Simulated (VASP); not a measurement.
# Ga (Cmce) in VASP: a series of runs

The runs below take Ga through single point, with PBE.

All numbers are computed with VASP 6.6.1; they aren't measurements. Logs are shortened: lines on timing, memory, paths and dates and some standing lists are left out, and cuts for length are marked.

## 1. The cell of the first run

It takes space group Cmce (No. 64, orthorhombic). The conventional cell has a = 4.622 Å, b = 7.746 Å, c = 4.546 Å, α = 90.00°, β = 90.00°, γ = 90.00°. Within 3.3 Å of Ga (site symmetry m) lie 7 Ga at 2.53 to 2.84 Å.

## 2. Single point, PBE

File INCAR:

```
SYSTEM = Ga
ALGO = Normal ; EDIFF = 1E-7
ENCUT = 520 ; GGA = PE
ISIF = 2 ; ISMEAR = -1
LASPH = .True. ; LCHARG = .False.
LREAL = .False. ; LWAVE = .False.
NBANDS = 34 ; NELM = 80
PREC = Accurate ; SIGMA = 0.1
```

File KPOINTS:

```
k-points
0
Gamma
  9 9 8
  0 0 0
```

File POSCAR:

```
Ga
1.0
    2.3107968683     -3.8729233244      0.0000000000
    2.3107968683      3.8729233244      0.0000000000
    0.0000000000      0.0000000000      4.5463111460
Ga
4
Direct
    0.8442122196      0.1557877804      0.0839449706
    0.6557877804      0.3442122196      0.5839449706
    0.1557877804      0.8442122196      0.9160550294
    0.3442122196      0.6557877804      0.4160550294
```

Potentials or basis: VASP PAW PBE potentials, release 64 (Ga_d).

Launch:

```console
> cat potpaw_PBE.64/Ga_d/POTCAR > POTCAR
> mpirun -np 1 vasp_std > vasp.out
```

OUTCAR:

```text
SYSTEM = Ga
   EDIFF = 1E-7
   ENCUT = 520
   GGA = PE
   ISIF = 2
   ISMEAR = -1
   LASPH = .True.
   LREAL = .False.
   NELM = 80
   PREC = Accurate

 ion  position               nearest neighbor table
   1  0.844  0.156  0.084-   3 2.53   2 2.70   2 2.70   4 2.76   4 2.76   3 2.84   3 2.84
   2  0.656  0.344  0.584-   4 2.53   1 2.70   1 2.70   3 2.76   3 2.76   4 2.84   4 2.84
   3  0.156  0.844  0.916-   1 2.53   4 2.70   4 2.70   2 2.76   2 2.76   1 2.84   1 2.84
   4  0.344  0.656  0.416-   2 2.53   3 2.70   3 2.70   1 2.76   1 2.76   2 2.84   2 2.84

  LATTYP: Found a base centered orthorhombic cell.
 ALAT       =     4.6215937366
 B/A-ratio  =     1.6760120189
 C/A-ratio  =     0.9837106862

  Lattice vectors:

 A1 = (   2.3107968683,  -3.8729233244,   0.0000000000)
 A2 = (   2.3107968683,   3.8729233244,   0.0000000000)
 A3 = (   0.0000000000,   0.0000000000,   4.5463111460)

Analysis of symmetry for initial positions (statically):
=====================================================================
 Subroutine PRICEL returns:
 Original cell was already a primitive cell.

 Routine SETGRP: Setting up the symmetry group for a
 base centered orthorhombic supercell.

 Subroutine GETGRP returns: Found  8 space group operations
 (whereof  4 operations were pure point group operations)
 out of a pool of  8 trial point group operations.

The static configuration has the point symmetry C_2h.
 The point group associated with its full space group is D_2h.

Analysis of symmetry for dynamics (positions and initial velocities):
=====================================================================
 Subroutine PRICEL returns:
 Original cell was already a primitive cell.

 Routine SETGRP: Setting up the symmetry group for a
 base centered orthorhombic supercell.

 Subroutine GETGRP returns: Found  8 space group operations
 (whereof  4 operations were pure point group operations)
 out of a pool of  8 trial point group operations.

The dynamic configuration has the point symmetry C_2h.
 The point group associated with its full space group is D_2h.

 Subroutine INISYM returns: Found  8 space group operations
 (whereof  4 operations are pure point group operations),
 and found     1 'primitive' translations

----------------------------------------------------------------------------------------

                                     Primitive cell

  volume of cell :      81.3748

  direct lattice vectors                    reciprocal lattice vectors
     2.310796868 -3.872923324  0.000000000     0.216375575 -0.129101446  0.000000000
     2.310796868  3.872923324  0.000000000     0.216375575  0.129101446  0.000000000
     0.000000000  0.000000000  4.546311146     0.000000000  0.000000000  0.219958548

  length of vectors
     4.509913219  4.509913219  4.546311146     0.251963435  0.251963435  0.219958548

  position of ions in fractional coordinates (direct lattice)
     0.844212220  0.155787780  0.083944971
     0.655787780  0.344212220  0.583944971
     0.155787780  0.844212220  0.916055029
     0.344212220  0.655787780  0.416055029

  ion indices of the primitive-cell ions
   primitive index   ion index
                 1           1
                 2           2
                 3           3
                 4           4

----------------------------------------------------------------------------------------

 KPOINTS: k-points

Automatic generation of k-mesh.
 Grid dimensions read from file:
 generate k-points for:    9    9    8

 Generating k-lattice:

  Cartesian coordinates                     Fractional coordinates (reciprocal lattice)
     0.024041731 -0.014344605  0.000000000     0.111111111  0.000000000  0.000000000
     0.024041731  0.014344605  0.000000000     0.000000000  0.111111111  0.000000000
     0.000000000  0.000000000  0.027494819     0.000000000  0.000000000  0.125000000

  Length of vectors
     0.027995937  0.027995937  0.027494819

  Shift w.r.t. Gamma in fractional coordinates (k-lattice)
     0.000000000  0.000000000  0.000000000

 Subroutine IBZKPT returns following result:
 ===========================================

 Found    125 irreducible k-points:

 Following reciprocal coordinates:
            Coordinates               Weight
  0.000000  0.000000  0.000000      1.000000
  0.111111 -0.000000  0.000000      4.000000
  0.222222 -0.000000  0.000000      4.000000
  0.333333 -0.000000  0.000000      4.000000
  0.444444 -0.000000  0.000000      4.000000
  0.111111  0.111111  0.000000      2.000000
[... 16 lines left out ...]
 -0.333333  0.333333  0.000000      2.000000
  0.444444  0.444444  0.000000      2.000000
 [... further k-points ...]
   k-points           NKPTS =    125   k-points in BZ     NKDIM =    125   number of bands    NBANDS=     34
   number of dos      NEDOS =    301   number of ions     NIONS =      4
   total plane-waves  NPLWV =  46656
   dimension x,y,z NGX =    36 NGY =   36 NGZ =   36
   dimension x,y,z NGXF=    72 NGYF=   72 NGZF=   72
   ions per type =               4
   NGX,Y,Z   is equivalent  to a cutoff of  13.27, 13.27, 13.16 a.u.
   NGXF,Y,Z  is equivalent  to a cutoff of  26.54, 26.54, 26.33 a.u.
 SYSTEM =  Ga
   PREC   = accura    normal or accurate (medium, high low for compatibility)
   ISTART =      0    job   : 0-new  1-cont  2-samecut
   ICHARG =      2    charge: 1-file 2-atom 10-const
   ISPIN  =      1    spin polarized calculation?
   LNONCOLLINEAR =      F non collinear calculations
   LSORBIT =      F    spin-orbit coupling
   LASPH  =      T    aspherical Exc in radial PAW
   ENCUT  =  520.0 eV  38.22 Ry    6.18 a.u.   8.39  8.39  8.45*2*pi/ulx,y,z
   NELM   =     80;   NELMIN=  2; NELMDL= -5     # of ELM steps
   EDIFF  = 0.1E-06   stopping-criterion for ELM
   LREAL  =      F    real-space projection
   EDIFFG = 0.1E-05   stopping-criterion for IOM
   NSW    =      0    number of steps for IOM
   IBRION =     -1    ionic relax: 0-MD 1-quasi-New 2-CG
   NFREE  =      0    steps in history (QN), initial steepest desc. (CG)
   ISIF   =      2    stress and relaxation
   ISYM   =      2    0-nonsym 1-usesym 2-fastsym
   POTIM  = 0.5000    time-step for ionic-motion
   TEBEG  =    0.0;   TEEND  =   0.0 temperature during run
   PSTRESS=    0.0 pullay stress
   NELECT =      52.0000    total number of electrons
   NUPDOWN=      -1.0000    fix difference up-down
   EMIN   =  10.00;   EMAX   =-10.00  energy-range for DOS
   EFERMI =   0.00;   METHOD = LEGACY
   ISMEAR =    -1;   SIGMA  =   0.10  broadening in eV -4-tet -1-fermi 0-gaus
   EFERMI_NEDOS =   21; number of points for ismear=-14 and -15
   IALGO  =     38    algorithm
   IMIX   =      4    mixing-type and parameters
     AMIX     =   0.40;   BMIX     =  1.00
     AMIX_MAG =   1.60;   BMIX_MAG =  1.00
  volume/ion in A,a.u.               =      20.34       137.29
  Fermi-wavevector in a.u.,A,eV,Ry     =   1.410087  2.664679 27.053093  1.988346
  Thomas-Fermi vector in A             =   2.532077
   LORBIT       =      0    0 simple, 1 ext, 2 COOP (PROOUT), +10 PAW based schemes
   GGA     = PE    functional components
   LHFCALC =     F    Hartree Fock is set to
   AEXX    =    0.0000 exact exchange contribution
   IVDW    =     0    specifies the selected vdW correction
   LEPSILON=     F    determine dielectric tensor
   LRPA    =     F    only Hartree local field effects (RPA)
 non-spin polarized calculation
  energy-cutoff  :      520.00
  volume of cell :       81.37
 maximum number of plane-waves:      2216
 NGX is ok and might be reduce to    36
   NGX = 17   NGY = 17   NGZ = 17

 number of electron      52.0000004 magnetization

 Free energy of the ion-electron system (eV)
  ---------------------------------------------------
  ext. energy  EPLUGINS =         0.00000000
  ---------------------------------------------------
  free energy    TOTEN  =       -11.63870703 eV

  energy without entropy =      -11.60456766  energy(sigma->0) =      -11.62163735

 E-fermi :   4.6487     XC(G=0): -10.4642

 val. band max:        4.6479017243   @ k =  -0.3333   0.3333   0.3750
 cond. band min:       4.6833092869   @ k =  -0.4444   0.4444   0.1250
 fundamental gap:      0.0354075626
 Fermi energy:         4.6487073064

 k-point     1 :       0.0000    0.0000    0.0000
  band No.  band energies     occupation
      1     -10.3865      2.00000
      2     -10.3857      2.00000
      3     -10.3639      2.00000
      4     -10.3452      2.00000
      5     -10.3148      2.00000
      6     -10.2975      2.00000
[... 26 lines left out ...]
     33      11.4253      0.00000
     34      11.9303      0.00000

 k-point     2 :       0.1111   -0.0000    0.0000
  band No.  band energies     occupation
      1     -10.3880      2.00000
      2     -10.3818      2.00000
      3     -10.3661      2.00000
      4     -10.3497      2.00000
      5     -10.3075      2.00000
      6     -10.2952      2.00000
[... 26 lines left out ...]
     33      11.4147      0.00000
     34      12.0383      0.00000

 k-point     3 :       0.2222   -0.0000    0.0000
  band No.  band energies     occupation
      1     -10.3892      2.00000
      2     -10.3735      2.00000
      3     -10.3694      2.00000
      4     -10.3583      2.00000
      5     -10.3041      2.00000
      6     -10.2765      2.00000
[... 26 lines left out ...]
     33      10.7882      0.00000
     34      11.6614      0.00000

 k-point     4 :       0.3333   -0.0000    0.0000
  band No.  band energies     occupation
      1     -10.3895      2.00000
      2     -10.3735      2.00000
      3     -10.3721      2.00000
      4     -10.3477      2.00000
      5     -10.3104      2.00000
      6     -10.3058      2.00000
[... 26 lines left out ...]
     33      10.4418      0.00000
     34      11.8485      0.00000

 k-point     5 :       0.4444   -0.0000    0.0000
  band No.  band energies     occupation
      1     -10.3894      2.00000
      2     -10.3822      2.00000
      3     -10.3582      2.00000
      4     -10.3412      2.00000
      5     -10.3214      2.00000
      6     -10.3173      2.00000
[... 621 lines left out ...]
 k-point    22 :      -0.4444    0.3333    0.0000
  band No.  band energies     occupation
      1     -10.4338      2.00000
      2     -10.3966      2.00000
      3     -10.3602      2.00000
      4     -10.3387      2.00000
      5     -10.3207      2.00000
      6     -10.3056      2.00000
[... 26 lines left out ...]
     33      10.8929      0.00000
     34      13.2656      0.00000

 k-point    23 :      -0.3333    0.3333    0.0000
  band No.  band energies     occupation
      1     -10.4235      2.00000
      2     -10.3989      2.00000
      3     -10.3448      2.00000
      4     -10.3413      2.00000
      5     -10.3230      2.00000
      6     -10.3195      2.00000
[... 26 lines left out ...]
     33      10.1957      0.00000
     34      12.2073      0.00000

 k-point    24 :       0.4444    0.4444    0.0000
  band No.  band energies     occupation
      1     -10.4434      2.00000
      2     -10.3891      2.00000
      3     -10.3757      2.00000
      4     -10.3370      2.00000
      5     -10.3308      2.00000
      6     -10.2870      2.00000
[... 26 lines left out ...]
     33      11.3505      0.00000
     34      12.1834      0.00000

 [... further k-points ...]

------------------------ aborting loop because EDIFF is reached ----------------------------------------

  FORCE on cell =-STRESS in cart. coord.  units (eV):
  Direction    XX          YY          ZZ          XY          YZ          ZX
  --------------------------------------------------------------------------------------
  -------------------------------------------------------------------------------------
  Total        0.1059752     -0.0428345      0.0584911      0.0000000      0.0000000      0.0000000
  in kB        2.0865325     -0.8433627      1.1516245      0.0000000      0.0000000      0.0000000
  external PRESSURE =       0.7982647 kB  Pullay stress =       0.0000000 kB

 VOLUME and BASIS-vectors are now :
 -----------------------------------------------------------------------------
  energy-cutoff  :      520.00
  volume of cell :       81.37
      direct lattice vectors                 reciprocal lattice vectors
     2.310796868 -3.872923324  0.000000000     0.216375575 -0.129101446  0.000000000
     2.310796868  3.872923324  0.000000000     0.216375575  0.129101446  0.000000000
     0.000000000  0.000000000  4.546311146     0.000000000  0.000000000  0.219958548

 POSITION                                       TOTAL-FORCE (eV/Angst)
 -----------------------------------------------------------------------------------
      2.31080     -2.66622      0.38164         0.000000      0.024980     -0.000161
      2.31080     -1.20671      2.65480         0.000000     -0.024980     -0.000161
      2.31080      2.66622      4.16467         0.000000     -0.024980      0.000161
      2.31080      1.20671      1.89152         0.000000      0.024980      0.000161
 -----------------------------------------------------------------------------------
    total drift:                                0.000000      0.000000     -0.000000

  FREE ENERGIE OF THE ION-ELECTRON SYSTEM (eV)
  ---------------------------------------------------
  free  energy   TOTEN  =       -11.6387070267 eV

  energy  without entropy=      -11.6045676634  energy(sigma->0) =      -11.62163735
```

It took 2.5 min on 1 thread of Intel Xeon Platinum 8488C (Sapphire Rapids), shared host; peak memory 0.37 GiB.

Results:

| Property | Result |
| --- | --- |
| Free energy | -11.6387 eV |
| Pressure | 0.1 GPa |
| Largest force | 0.025 eV/Å |
| Band gap on the k mesh | zero (bands 26 and 27 overlap by 1.42 eV) |

Forces on the atoms (eV/Å):
```
Ga   0.000  0.025  0.000
Ga   0.000 -0.025  0.000
Ga   0.000 -0.025  0.000
Ga   0.000  0.025  0.000
```

Levels at points of the mesh, in eV from the Fermi level:
```csv
k point,band 24,band 25,band 26,band 27,band 28,band 29
"(0.00, 0.00, 0.00)",-1.99,-1.65,-0.61,0.91,0.96,1.07
"(0.00, 0.00, 0.50)",-0.42,0.04,0.04,0.10,0.10,2.11
```

## 3. Single point, PBE

File INCAR:

```
PREC     = Accurate       # precision mode
ENCUT    = 520            # plane-wave cutoff, eV
EDIFF    = 1E-6           # SCF threshold, eV
ISMEAR   = -1             # smearing method
SIGMA    = 0.1            # smearing width, eV
LREAL    = False          # projectors in reciprocal space
LASPH    = True           # aspherical terms in the spheres
NELM     = 60             # most SCF steps
ALGO     = Normal         # electronic algorithm
ISIF     = 2              # what is computed and relaxed
LWAVE    = False          # write WAVECAR
LCHARG   = False          # write CHGCAR
GGA      = PE             # functional
NBANDS   = 34             # bands
```

File KPOINTS:

```
Automatic mesh
0
Gamma
  11 11 9
```

POSCAR is that of step 2.

Potentials or basis: VASP PAW PBE potentials, release 64 (Ga_d).

Launch:

```console
> cat potpaw_PBE.64/Ga_d/POTCAR > POTCAR
> mpirun -np 1 vasp_std > vasp.out
```

Run time: 3.3 min. Hardware: 1 thread of Intel Xeon Platinum 8488C (Sapphire Rapids), shared host; peak memory 0.45 GiB.

It converged, with:

| Property | Result |
| --- | --- |
| Free energy | -11.6431 eV |
| Pressure | 0.1 GPa |
| Largest force | 0.031 eV/Å |
| Band gap on the k mesh | zero (bands 26 and 27 overlap by 1.07 eV) |

Forces in eV/Å, atoms in the order of the input:
```
Ga   0.000  0.031 -0.003
Ga   0.000 -0.031 -0.003
Ga   0.000 -0.031  0.003
Ga   0.000  0.031  0.003
```

Stress tensor (GPa, compression positive):
```
-0.13  0.00  0.00
 0.00  0.11  0.00
 0.00  0.00  0.33
```

Levels at points of the mesh, in eV from the Fermi level:
```tsv
k point	band 23	band 24	band 25	band 26	band 27	band 28	band 29	band 30
(0.00, 0.00, 0.00)	-3.53	-2.02	-1.68	-0.64	0.88	0.93	1.04	4.86
```

## 4. Single point, PBE

File INCAR:

```
SYSTEM = Ga
PREC = Accurate
ENCUT = 520
EDIFF = 1E-6
ISMEAR = 1
SIGMA = 0.03
LREAL = .False.
LASPH = .True.
NELM = 100
ALGO = Normal
ISIF = 2
LWAVE = .False.
LCHARG = .False.
GGA = PE
NBANDS = 34
```

File KPOINTS:

```
Automatic mesh
0
Gamma
  8 8 7
  0 0 0
```

POSCAR is that of step 3.

Launch:

```console
> cat potpaw_PBE.64/Ga_d/POTCAR > POTCAR
> mpirun -np 1 vasp_std > vasp.out
```

Wall time 3.9 min (1 thread of Intel Xeon 8259CL, shared host); peak memory 0.31 GiB.

It converged, with:

```yaml
Free_energy: -11.6227 eV
Pressure: 0.2 GPa
Largest_force: 0.006 eV/Å
Band_gap_on_the_k_mesh: zero (bands 26 and 27 overlap by 0.88 eV)
```

Forces in eV/Å, atoms in the order of the input:
```
Ga   0.000  0.004 -0.004
Ga   0.000 -0.004 -0.004
Ga   0.000 -0.004  0.004
Ga   0.000  0.004  0.004
```

Stress tensor (GPa, compression positive):
```
0.14 0.00 0.00
0.00 0.14 0.00
0.00 0.00 0.25
```

Levels at points of the mesh, in eV from the Fermi level:
```
           k point  band 24  band 25  band 26  band 27  band 28  band 29
(0.00, 0.00, 0.00)    -2.04    -1.70    -0.66     0.86     0.91     1.02
(0.50, 0.00, 0.00)    -3.42    -1.21    -1.21     0.83     0.83     3.99
(0.50, 0.50, 0.00)    -3.20    -1.62    -1.35     1.14     1.36     3.09
```

## 5. Single point, PBE

File INCAR:

```
SYSTEM = Ga
PREC = Accurate
ENCUT = 520
EDIFF = 1E-6
ISMEAR = 1
SIGMA = 0.1
LREAL = .FALSE.
LASPH = .TRUE.
NELM = 80
ALGO = Normal
ISIF = 2
LWAVE = .FALSE.
LCHARG = .FALSE.
GGA = PE
NBANDS = 34
```

File KPOINTS:

```
regular mesh
0
G
  8 8 7
  0 0 0
```

POSCAR is that of step 4.

Launch:

```console
> cat potpaw_PBE.64/Ga_d/POTCAR > POTCAR
> mpirun -np 1 vasp_std > vasp.out
```

Run time: 3.8 min. Hardware: 1 thread of Intel Xeon 8259CL, shared host; peak memory 0.31 GiB.

It converged, with:

| Property | Result |
| --- | --- |
| Free energy | -11.6223 eV |
| Pressure | 0.2 GPa |
| Largest force | 0.007 eV/Å |
| Band gap on the k mesh | zero (bands 26 and 27 overlap by 0.88 eV) |

Forces on the atoms (eV/Å):
```
Ga   0.000  0.006 -0.004
Ga   0.000 -0.006 -0.004
Ga   0.000 -0.006  0.004
Ga   0.000  0.006  0.004
```

Levels at points of the mesh, in eV from the Fermi level:
```csv
k point,band 23,band 24,band 25,band 26,band 27,band 28,band 29,band 30
"(0.00, 0.00, 0.00)",-3.58,-2.07,-1.73,-0.69,0.83,0.88,0.99,4.81
"(0.50, 0.00, 0.00)",-3.45,-3.45,-1.24,-1.24,0.80,0.80,3.96,3.96
"(0.50, 0.50, 0.00)",-4.34,-3.23,-1.65,-1.38,1.11,1.33,3.06,3.76
```

(Part 1 of 2 ends here.)
